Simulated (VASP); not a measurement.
Write the native input for VASP 6.6.1 that does the following.

```yaml
Task: single point
Functional: PBE
Potentials_or_basis: VASP PAW PBE potentials, release 64 (Si, C)
Cutoff: 520 eV
k_mesh: 20 × 20 × 20
Occupations: gaussian, width 0.1 eV
Spin: no spin polarisation
Dipole_correction: no
Further_INCAR_settings: ALGO = Normal; EDIFF = 1e-07; NBANDS = 11
```

The structure of SiC lies in POSCAR:

```
SiC
1.0
    2.6415344573      0.0000000000      0.0000000000
    0.0000000000      2.6415344573      0.0000000000
    0.0000000000      0.0000000000      2.6415344573
Si C
1 1
Direct
    0.5000000000      0.5000000000      0.5000000000
    0.0000000000      0.0000000000      0.0000000000
```

One way to write it, as run:

INCAR

```
SYSTEM = SiC
ALGO = Normal ; EDIFF = 1E-7
ENCUT = 520 ; GGA = PE
ISIF = 2 ; ISMEAR = 0
LASPH = .TRUE. ; LCHARG = .TRUE.
LELF = .TRUE. ; LREAL = .FALSE.
LVHAR = .TRUE. ; LWAVE = .FALSE.
NBANDS = 11 ; NELM = 100
PREC = Accurate ; SIGMA = 0.1
```

KPOINTS

```
k-points
0
G
  20 20 20
  0 0 0
```

Potentials or basis: VASP PAW PBE potentials, release 64 (Si, C).

Run with:

```bash
$ cat potpaw_PBE.64/Si/POTCAR potpaw_PBE.64/C/POTCAR > POTCAR
$ mpirun -np 1 vasp_std > vasp.out
```

Results of the run:

* Pressure: 0.1 GPa
* Band gap on the k mesh: zero (band 4 reaches 12.40 eV, above the bottom of band 5 at 8.42 eV)

Run time: 15 s on 1 thread of Intel(R) Xeon(R) 6975P-C (Granite Rapids) (shared host), peak memory 0.16 GiB.
